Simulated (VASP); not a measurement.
Runs of VASP 6.6.1 on Li4NO. It takes space group P4/mmm (No. 123, tetragonal). Conventional cell: a = 3.313 Å, b = 3.313 Å, c = 4.937 Å, α = 90.00°, β = 90.00°, γ = 90.00°. Li (site symmetry 2mm) has 2 O at 2.03 Å and 2 N at 2.11 Å and 6 Li at 2.33 to 2.61 Å within 2.7 Å. N (site symmetry 4/mmm) has 8 Li at 2.11 Å within 2.8 Å. Within 2.7 Å of O (site symmetry 4/mmm) lie 8 Li at 2.03 Å. 

```csv
level,potentials or basis,cutoff (eV),gap on the mesh (eV),pressure (GPa),largest force (eV/Å)
LDA,"VASP PAW LDA potentials, release 64 (Li_sv, N, O)",750,none,(a),0.03
RPBE,"VASP PAW PBE potentials, release 64 (Li_sv, N, O)",750,none,1.0,0.07
revPBE,"VASP PAW PBE potentials, release 64 (Li_sv, N, O)",750,none,0.7,0.07
BLYP,"VASP PAW PBE potentials, release 64 (Li_sv, N, O)",750,none,-0.9,0.05
r2SCAN,"VASP PAW PBE potentials, release 64 (Li_sv, N, O)",830,none,(b),0.02
```

Alike in all rows: task single point; no spin polarisation; cell as given; k mesh 6 × 6 × 4; smearing fermi-dirac 0.1 eV.

Problem. Fill in the values left out.

Solution. (a) -7.7; (b) -4.0.

Caveats: an odd number of electrons without spin polarisation forces a metal; a magnetic or distorted state may lie lower; the PAW data sets were made with another functional, which shifts forces and pressure a little (at least some runs); the cell stands under tension (at least some runs).

A gap of «none» marks levels without a gap at the run's occupations.
